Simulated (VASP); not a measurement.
# Ga2BSb3 (P6/mmm) in VASP: further runs, part 2 of 2

VASP 6.6.1.

## Step 3: Single point, PBE

This run uses another cell than the first one, of 28.21 Å³/atom.

INCAR

```
SYSTEM = Ga2BSb3
  PREC = Accurate
  ENCUT = 520
  EDIFF = 1E-6
  ISMEAR = 0
  SIGMA = 0.1
  LREAL = .FALSE.
  LASPH = .TRUE.
  NELM = 100
  ALGO = Normal
  ISIF = 2
  LWAVE = .FALSE.
  LCHARG = .FALSE.
  GGA = PE
  NBANDS = 31
```

KPOINTS

```
regular mesh
0
G
  3 3 6
  0 0 0
```

POSCAR

```
Ga2BSb3
1.0
    6.9222005103      0.0000000000      0.0000000000
   -3.4611002552      5.9948014921      0.0000000000
    0.0000000000      0.0000000000      4.0792973441
Ga B Sb
2 1 3
Direct
    0.3333333333      0.6666666667      0.5000000000
    0.6666666667      0.3333333333      0.5000000000
    0.0000000000      0.0000000000      0.5000000000
    0.0000000000      0.5000000000      0.0000000000
    0.5000000000      0.0000000000      0.0000000000
    0.5000000000      0.5000000000      0.0000000000
```

Potentials or basis: VASP PAW PBE potentials, release 64 (Ga_d, B, Sb).

Launch:

```console
> cat potpaw_PBE.64/Ga_d/POTCAR potpaw_PBE.64/B/POTCAR potpaw_PBE.64/Sb/POTCAR > POTCAR
> mpirun -np 1 vasp_std > vasp.out
```

OUTCAR:

```text
SYSTEM = Ga2BSb3
   PREC = Accurate
   ENCUT = 520
   EDIFF = 1E-6
   ISMEAR = 0
   LREAL = .FALSE.
   LASPH = .TRUE.
   NELM = 100
   ISIF = 2
   GGA = PE

 ion  position               nearest neighbor table
   1  0.333  0.667  0.500-   4 2.86   4 2.86   5 2.86   5 2.86   6 2.86   6 2.86
   2  0.667  0.333  0.500-   4 2.86   4 2.86   5 2.86   5 2.86   6 2.86   6 2.86
   3  0.000  0.000  0.500-
   4  0.000  0.500  0.000-   1 2.86   2 2.86   1 2.86   2 2.86   6 3.46   6 3.46   5 3.46   5 3.46

   5  0.500  0.000  0.000-   1 2.86   2 2.86   1 2.86   2 2.86   4 3.46   4 3.46   6 3.46   6 3.46

   6  0.500  0.500  0.000-   1 2.86   2 2.86   1 2.86   2 2.86   4 3.46   4 3.46   5 3.46   5 3.46

  LATTYP: Found a hexagonal cell.
 ALAT       =     6.9222005103
 C/A-ratio  =     0.5893064406

  Lattice vectors:

 A1 = (   6.9222005103,   0.0000000000,   0.0000000000)
 A2 = (  -3.4611002552,   5.9948014921,   0.0000000000)
 A3 = (   0.0000000000,   0.0000000000,   4.0792973441)

Analysis of symmetry for initial positions (statically):
=====================================================================
 Subroutine PRICEL returns:
 Original cell was already a primitive cell.

 Routine SETGRP: Setting up the symmetry group for a
 hexagonal supercell.

 Subroutine GETGRP returns: Found 24 space group operations
 (whereof 24 operations were pure point group operations)
 out of a pool of 24 trial point group operations.

The static configuration has the point symmetry D_6h.

Analysis of symmetry for dynamics (positions and initial velocities):
=====================================================================
 Subroutine PRICEL returns:
 Original cell was already a primitive cell.

 Routine SETGRP: Setting up the symmetry group for a
 hexagonal supercell.

 Subroutine GETGRP returns: Found 24 space group operations
 (whereof 24 operations were pure point group operations)
 out of a pool of 24 trial point group operations.

The dynamic configuration has the point symmetry D_6h.

 Subroutine INISYM returns: Found 24 space group operations
 (whereof 24 operations are pure point group operations),
 and found     1 'primitive' translations

----------------------------------------------------------------------------------------

                                     Primitive cell

  volume of cell :     169.2795

  direct lattice vectors                    reciprocal lattice vectors
     6.922200510  0.000000000  0.000000000     0.144462732  0.083405597  0.000000000
    -3.461100255  5.994801492  0.000000000     0.000000000  0.166811195  0.000000000
     0.000000000  0.000000000  4.079297344     0.000000000  0.000000000  0.245140257

  length of vectors
     6.922200510  6.922200510  4.079297344     0.166811195  0.166811195  0.245140257

  position of ions in fractional coordinates (direct lattice)
     0.333333333  0.666666667  0.500000000
     0.666666667  0.333333333  0.500000000
     0.000000000  0.000000000  0.500000000
     1.000000000  0.500000000  0.000000000
[... 39 lines left out ...]
            Coordinates               Weight
  0.000000  0.000000  0.000000      1.000000
  0.333333 -0.000000  0.000000      6.000000
  0.333333  0.333333  0.000000      2.000000
  0.000000  0.000000  0.166667      2.000000
  0.333333 -0.000000  0.166667     12.000000
  0.333333  0.333333  0.166667      4.000000
  0.000000  0.000000  0.333333      2.000000
  0.333333 -0.000000  0.333333     12.000000
  0.333333  0.333333  0.333333      4.000000
  0.000000  0.000000  0.500000      1.000000
  0.333333 -0.000000  0.500000      6.000000
  0.333333  0.333333  0.500000      2.000000
   k-points           NKPTS =     12   k-points in BZ     NKDIM =     12   number of bands    NBANDS=     31
   number of dos      NEDOS =    301   number of ions     NIONS =      6
   total plane-waves  NPLWV =  87480
   dimension x,y,z NGX =    54 NGY =   54 NGZ =   30
   dimension x,y,z NGXF=   108 NGYF=  108 NGZF=   60
   ions per type =               2   1   3
   NGX,Y,Z   is equivalent  to a cutoff of  12.97, 12.97, 12.23 a.u.
   NGXF,Y,Z  is equivalent  to a cutoff of  25.94, 25.94, 24.45 a.u.
 SYSTEM =  Ga2BSb3
   PREC   = accura    normal or accurate (medium, high low for compatibility)
   ISTART =      0    job   : 0-new  1-cont  2-samecut
   ICHARG =      2    charge: 1-file 2-atom 10-const
   ISPIN  =      1    spin polarized calculation?
   LNONCOLLINEAR =      F non collinear calculations
   LSORBIT =      F    spin-orbit coupling
   LASPH  =      T    aspherical Exc in radial PAW
   ENCUT  =  520.0 eV  38.22 Ry    6.18 a.u.  12.87 12.87  7.58*2*pi/ulx,y,z
   NELM   =    100;   NELMIN=  2; NELMDL= -5     # of ELM steps
   EDIFF  = 0.1E-05   stopping-criterion for ELM
   LREAL  =      F    real-space projection
   EDIFFG = 0.1E-04   stopping-criterion for IOM
   NSW    =      0    number of steps for IOM
   IBRION =     -1    ionic relax: 0-MD 1-quasi-New 2-CG
   NFREE  =      0    steps in history (QN), initial steepest desc. (CG)
   ISIF   =      2    stress and relaxation
   ISYM   =      2    0-nonsym 1-usesym 2-fastsym
   POTIM  = 0.5000    time-step for ionic-motion
   TEBEG  =    0.0;   TEEND  =   0.0 temperature during run
   PSTRESS=    0.0 pullay stress
   NELECT =      44.0000    total number of electrons
   NUPDOWN=      -1.0000    fix difference up-down
   EMIN   =  10.00;   EMAX   =-10.00  energy-range for DOS
   EFERMI =   0.00;   METHOD = LEGACY
   ISMEAR =     0;   SIGMA  =   0.10  broadening in eV -4-tet -1-fermi 0-gaus
   EFERMI_NEDOS =   21; number of points for ismear=-14 and -15
   IALGO  =     38    algorithm
   IMIX   =      4    mixing-type and parameters
     AMIX     =   0.40;   BMIX     =  1.00
     AMIX_MAG =   1.60;   BMIX_MAG =  1.00
  volume/ion in A,a.u.               =      28.21       190.39
  Fermi-wavevector in a.u.,A,eV,Ry     =   1.044779  1.974345 14.851607  1.091562
  Thomas-Fermi vector in A             =   2.179546
   LORBIT       =      0    0 simple, 1 ext, 2 COOP (PROOUT), +10 PAW based schemes
   GGA     = PE    functional components
   LHFCALC =     F    Hartree Fock is set to
   AEXX    =    0.0000 exact exchange contribution
   IVDW    =     0    specifies the selected vdW correction
   LEPSILON=     F    determine dielectric tensor
   LRPA    =     F    only Hartree local field effects (RPA)
 non-spin polarized calculation
 Gauss-broadening in eV      SIGMA  =   0.10
  energy-cutoff  :      520.00
  volume of cell :      169.28
 maximum number of plane-waves:      4599
 NGX is ok and might be reduce to    54
   NGX = 25   NGY = 25   NGZ = 15

 number of electron      44.0000004 magnetization

 Free energy of the ion-electron system (eV)
  ---------------------------------------------------
  ext. energy  EPLUGINS =         0.00000000
  ---------------------------------------------------
  free energy    TOTEN  =       -18.51739882 eV

  energy without entropy =      -18.50773602  energy(sigma->0) =      -18.51256742

 E-fermi :   4.5084     XC(G=0):  -9.0816

 val. band max:        4.4138791798   @ k =   0.3333   0.3333   0.3333
 cond. band min:       4.5105115044   @ k =   0.0000   0.0000   0.3333
 fundamental gap:      0.0966323247
 Fermi energy:         4.5083661556

 k-point     1 :       0.0000    0.0000    0.0000
  band No.  band energies     occupation
      1     -10.4664      2.00000
      2     -10.4664      2.00000
      3     -10.4650      2.00000
      4     -10.4577      2.00000
      5     -10.4577      2.00000
      6     -10.4542      2.00000
[... 397 lines left out ...]
     30       8.7187      0.00000
     31       9.4334      0.00000

------------------------ aborting loop because EDIFF is reached ----------------------------------------

  FORCE on cell =-STRESS in cart. coord.  units (eV):
  Direction    XX          YY          ZZ          XY          YZ          ZX
  --------------------------------------------------------------------------------------
  -------------------------------------------------------------------------------------
  Total        0.0040754      0.0040754      0.1670256     -0.0000000     -0.0000000      0.0000000
  in kB        0.0385725      0.0385725      1.5808448     -0.0000000     -0.0000000      0.0000000
  external PRESSURE =       0.5526633 kB  Pullay stress =       0.0000000 kB

 VOLUME and BASIS-vectors are now :
 -----------------------------------------------------------------------------
  energy-cutoff  :      520.00
  volume of cell :      169.28
      direct lattice vectors                 reciprocal lattice vectors
     6.922200510  0.000000000  0.000000000     0.144462732  0.083405597  0.000000000
    -3.461100255  5.994801492  0.000000000     0.000000000  0.166811195  0.000000000
     0.000000000  0.000000000  4.079297344     0.000000000  0.000000000  0.245140257

 POSITION                                       TOTAL-FORCE (eV/Angst)
 -----------------------------------------------------------------------------------
     -0.00000      3.99653      2.03965        -0.000000      0.000000     -0.000000
      3.46110      1.99827      2.03965         0.000000     -0.000000      0.000000
      0.00000      0.00000      2.03965        -0.000000      0.000000      0.000000
     -1.73055      2.99740      0.00000        -0.000000      0.000000      0.000000
      3.46110      0.00000      0.00000        -0.000000      0.000000      0.000000
      1.73055      2.99740      0.00000        -0.000000      0.000000      0.000000
 -----------------------------------------------------------------------------------
    total drift:                                0.000000      0.000000      0.000000

  FREE ENERGIE OF THE ION-ELECTRON SYSTEM (eV)
  ---------------------------------------------------
  free  energy   TOTEN  =       -18.5173988164 eV

  energy  without entropy=      -18.5077360201  energy(sigma->0) =      -18.51256742
```

Run time: 36 s. Hardware: 1 thread of Intel Xeon 6975P-C (Granite Rapids), shared host; peak memory 0.31 GiB.

What came out:

```yaml
Free_energy: -18.5174 eV
Pressure: 0.1 GPa
Band_gap_on_the_k_mesh: zero (bands 22 and 23 overlap by 1.33 eV)
```

Stress tensor (GPa, compression positive):
```
0.00 0.00 0.00
0.00 0.00 0.00
0.00 0.00 0.16
```

Caveat: spin-orbit coupling is left out, which moves the levels of the heavy elements.

## Step 4: Relaxation of cell and atoms, PBE

INCAR

```
SYSTEM = Ga2BSb3
PREC = Accurate ; ENCUT = 600
EDIFF = 1E-6 ; ISMEAR = 0
SIGMA = 0.1 ; LREAL = .FALSE.
LASPH = .TRUE. ; NELM = 60
ALGO = Normal ; ISIF = 3
LWAVE = .FALSE. ; LCHARG = .FALSE.
GGA = PE ; IBRION = 2
NSW = 90 ; EDIFFG = -0.04
```

KPOINTS is that of step 3.

POSCAR

```
Ga2BSb3
1.0
    6.3477687000      0.0000000000      0.0000000000
   -3.1738843500      5.4973289500      0.0000000000
    0.0000000000      0.0000000000      3.7069831900
Ga B Sb
2 1 3
Direct
    0.3333333300      0.6666666700      0.5000000000
    0.6666666700      0.3333333300      0.5000000000
    0.0000000000      0.0000000000      0.5000000000
    0.0000000000      0.5000000000      0.0000000000
    0.5000000000      0.0000000000      0.0000000000
    0.5000000000      0.5000000000      0.0000000000
```

Launch:

```console
> cat potpaw_PBE.64/Ga_d/POTCAR potpaw_PBE.64/B/POTCAR potpaw_PBE.64/Sb/POTCAR > POTCAR
> mpirun -np 1 vasp_std > vasp.out
```

Run time: 93 s. Hardware: 1 thread of Intel Xeon 6975P-C (Granite Rapids), shared host; peak memory 0.32 GiB.

Results (log left out):

| Quantity | Value |
| --- | --- |
| Free energy | -18.5145 eV |
| Relaxed volume | 28.14 Å³/atom |
| Relaxed cell | a = 6.912 Å, b = 6.912 Å, c = 4.080 Å, α = 90.00°, β = 90.00°, γ = 120.00° |
| Space group after relaxing (to 0.1 Å) | P6/mmm (No. 191) |
| Energy gained by relaxing | 335.2 meV/atom |
| Ionic steps | 3 |
| Pressure after relaxing | 0.2 GPa |
| Band gap on the k mesh | zero (bands 22 and 23 overlap by 1.32 eV) |

Stress tensor (GPa, compression positive):
```
0.13 0.00 0.00
0.00 0.13 0.00
0.00 0.00 0.21
```

Step by step:
```csv
step,energy change (eV),largest force (eV/Å),pressure (GPa),volume (Å³)
1,0.0000,0.0000,20.18,129.36
2,-1.8107,0.0000,-3.27,187.15
3,-2.0113,0.0000,0.16,168.83
```

Final structure:
```xyz
6
Lattice="6.9125 0.0000 0.0000 -3.4562 5.9864 0.0000 0.0000 0.0000 4.0799" Properties=species:S:1:pos:R:3 pbc="T T T"
Ga    0.0000    3.9909    2.0399
Ga    3.4562    1.9955    2.0399
B     0.0000    0.0000    2.0399
Sb   -1.7281    2.9932    0.0000
Sb    3.4562    0.0000    0.0000
Sb    1.7281    2.9932    0.0000
```

Levels at points of the mesh, in eV from the Fermi level:
```tsv
k point	band 20	band 21	band 22	band 23	band 24	band 25
(0.00, 0.00, 0.00)	0.64	0.64	0.83	0.83	1.43	1.60
(0.00, 0.00, 0.50)	-2.25	-2.25	-0.39	-0.38	-0.38	2.48
```

Caveat: the k points lie up to 0.35 Å⁻¹ apart in the final cell, too coarse for converged energies and pressures of a metal; the volume moved by over 15 % at a fixed basis, so the end points are rough; spin-orbit coupling is left out, which moves the levels of the heavy elements.

## Step 5: Single point, PBE

This run uses another cell than the first one, of 27.30 Å³/atom.

INCAR

```
SYSTEM = Ga2BSb3
PREC = Accurate
ENCUT = 520
EDIFF = 1E-7
ISMEAR = 0
SIGMA = 0.1
LREAL = .False.
LASPH = .True.
NELM = 60
ALGO = Normal
ISIF = 2
LWAVE = .False.
LCHARG = .True.
GGA = PE
LELF = .True.
LVHAR = .True.
NBANDS = 31
```

KPOINTS

```
Automatic mesh
0
Gamma
  6 6 10
  0 0 0
```

POSCAR

```
Ga2BSb3
1.0
    6.2326071880      0.0000000000      0.0000000000
   -3.1163035940      5.3975961566      0.0000000000
    0.0000000000      0.0000000000      4.8688532894
Ga B Sb
2 1 3
Direct
    0.3333333333      0.6666666667      0.5000000000
    0.6666666667      0.3333333333      0.5000000000
    0.0000000000      0.0000000000      0.5000000000
    0.0000000000      0.5000000000      0.0000000000
    0.5000000000      0.0000000000      0.0000000000
    0.5000000000      0.5000000000      0.0000000000
```

Launch:

```console
> cat potpaw_PBE.64/Ga_d/POTCAR potpaw_PBE.64/B/POTCAR potpaw_PBE.64/Sb/POTCAR > POTCAR
> mpirun -np 1 vasp_std > vasp.out
```

Run time: 92 s. Hardware: 1 thread of Intel Xeon 6975P-C (Granite Rapids), shared host; peak memory 0.39 GiB.

It converged, with:

* Free energy: -18.9429 eV
* Pressure: 0.0 GPa
* Band gap on the k mesh: zero (bands 22 and 23 overlap by 1.04 eV)

Levels at points of the mesh, in eV from the Fermi level:
```tsv
k point	band 19	band 20	band 21	band 22	band 23	band 24	band 25	band 26
(0.00, 0.00, 0.00)	-3.42	-1.04	0.23	0.23	0.87	0.88	0.88	1.00
(0.50, 0.00, 0.00)	-2.06	-1.20	-1.07	-0.75	-0.29	0.11	0.71	0.71
(0.00, 0.00, 0.50)	-2.77	-2.56	-2.56	-0.56	-0.56	-0.05	3.09	3.66
(0.50, 0.00, 0.50)	-0.88	-0.72	-0.27	-0.16	-0.10	0.59	0.91	1.49
```

Caveat: spin-orbit coupling is left out, which moves the levels of the heavy elements.

## Step 6: Relaxation of cell and atoms, PBE

This run uses another cell than the first one, of 28.21 Å³/atom.

INCAR

```
ALGO = Normal
EDIFF = 1E-6
EDIFFG = -0.01
ENCUT = 600
GGA = PE
IBRION = 2
ISIF = 3
ISMEAR = 0
LASPH = True
LCHARG = False
LREAL = False
LWAVE = False
NELM = 80
NSW = 100
PREC = Accurate
SIGMA = 0.1
```

KPOINTS

```
k-points
0
Gamma
  6 6 10
```

Edit POSCAR of step 5 so:

```diff
@@ -2,5 +2,5 @@
 1.0
-    6.2326071880      0.0000000000      0.0000000000
-   -3.1163035940      5.3975961566      0.0000000000
-    0.0000000000      0.0000000000      4.8688532894
+    6.9222005103      0.0000000000      0.0000000000
+   -3.4611002552      5.9948014921      0.0000000000
+    0.0000000000      0.0000000000      4.0792973441
 Ga B Sb
```

Potentials or basis: VASP PAW PBE potentials, release 64 (Ga_d, B, Sb).

Launch:

```console
> cat potpaw_PBE.64/Ga_d/POTCAR potpaw_PBE.64/B/POTCAR potpaw_PBE.64/Sb/POTCAR > POTCAR
> mpirun -np 1 vasp_std > vasp.out
```

It took 15 min on 1 thread of Intel Xeon 6975P-C (Granite Rapids), shared host; peak memory 0.49 GiB.

Results (log left out):

| Item | Value |
| --- | --- |
| Free energy | -18.9424 eV |
| Relaxed volume | 27.31 Å³/atom |
| Relaxed cell | a = 6.232 Å, b = 6.232 Å, c = 4.873 Å, α = 90.00°, β = 90.00°, γ = 120.00° |
| Space group after relaxing (to 0.1 Å) | P6/mmm (No. 191) |
| Energy gained by relaxing | 69.1 meV/atom |
| Ionic steps | 12 |
| Pressure after relaxing | 0.0 GPa |
| Band gap on the k mesh | zero (bands 22 and 23 overlap by 1.04 eV) |

Step by step:
```
step  energy change (eV)  largest force (eV/Å)  pressure (GPa)  volume (Å³)
   1              0.0000                0.0000           -0.03       169.28
   2             -0.0125                0.0000           -0.08       169.14
   3             -0.0339                0.0000           -0.19       168.62
   4             -0.1224                0.0000           -0.09       167.08
   5             -0.4121                0.0000            0.39       162.14
   6             -0.4095                0.0000            0.57       161.63
   7             -0.4118                0.0000            0.44       161.92
   8             -0.3719                0.0000           -1.44       171.06
   9             -0.4138                0.0000            0.08       163.56
  10             -0.4138                0.0000            0.09       163.49
  11             -0.4130                0.0000           -0.17       164.43
  12             -0.4144                0.0000           -0.02       163.89
```

Final structure:
```cif
data_structure
_symmetry_space_group_name_H-M 'P 1'
_symmetry_Int_Tables_number 1
_cell_length_a 6.2320
_cell_length_b 6.2320
_cell_length_c 4.8726
_cell_angle_alpha 90.000
_cell_angle_beta 90.000
_cell_angle_gamma 120.000
_cell_volume 163.89
loop_
_atom_site_label
_atom_site_type_symbol
_atom_site_fract_x
_atom_site_fract_y
_atom_site_fract_z
_atom_site_occupancy
Ga1 Ga 0.33333 0.66667 0.50000 1
Ga2 Ga 0.66667 0.33333 0.50000 1
B1 B 0.00000 0.00000 0.50000 1
Sb1 Sb 0.00000 0.50000 0.00000 1
Sb2 Sb 0.50000 0.00000 0.00000 1
Sb3 Sb 0.50000 0.50000 0.00000 1
```

Levels at points of the mesh, in eV from the Fermi level:
```
           k point  band 20  band 21  band 22  band 23  band 24  band 25
(0.00, 0.00, 0.00)    -1.05     0.23     0.23     0.87     0.88     0.88
(0.50, 0.00, 0.00)    -1.20    -1.07    -0.74    -0.29     0.12     0.71
(0.00, 0.00, 0.50)    -2.55    -2.55    -0.56    -0.56    -0.04     3.08
(0.50, 0.00, 0.50)    -0.72    -0.26    -0.16    -0.09     0.59     0.91
```

Caveat: a cell axis changed by over 15 % at a fixed basis, so the end point is rough; spin-orbit coupling is left out, which moves the levels of the heavy elements.

## Step 7: Overview

| task | cell | k mesh | cutoff (eV) | gap on the mesh (eV) | pressure (GPa) | relaxed volume (Å³/atom) |
| --- | --- | --- | --- | --- | --- | --- |
| single point | a = 6.348, b = 6.348, c = 3.707 Å, angles 90.0, 90.0, 120.0°, 6 atoms | 3 × 3 × 6 | 520 | none | 20.2 | - |
| single point | a = 6.922, b = 6.922, c = 4.079 Å, angles 90.0, 90.0, 120.0°, 6 atoms | 3 × 3 × 6 | 520 | none | 0.1 | - |
| relaxation of cell and atoms | relaxed from a = 6.348, b = 6.348, c = 3.707 Å, angles 90.0, 90.0, 120.0°, 6 atoms | 3 × 3 × 6 | 600 | none | 0.2 | 28.14 |
| single point | a = 6.233, b = 6.233, c = 4.869 Å, angles 90.0, 90.0, 120.0°, 6 atoms | 6 × 6 × 10 | 520 | none | 0.0 | - |
| relaxation of cell and atoms | relaxed from a = 6.922, b = 6.922, c = 4.079 Å, angles 90.0, 90.0, 120.0°, 6 atoms | 6 × 6 × 10 | 600 | none | 0.0 | 27.31 |

Alike in all rows: level PBE; potentials or basis VASP PAW PBE potentials, release 64 (Ga_d, B, Sb); no spin polarisation; smearing gaussian 0.1 eV.

Caveats: some runs use coarse meshes; spin-orbit coupling is left out, which moves the levels of the heavy elements; the volume moved by over 15 % at a fixed basis, so the end points are rough (at least some runs); a cell axis changed by over 15 % at a fixed basis, so the end point is rough (at least some runs).

Absolute energies hang on the potentials; compare differences alone.

The gap in the log of VASP goes by the Fermi energy; the results here count the filled bands.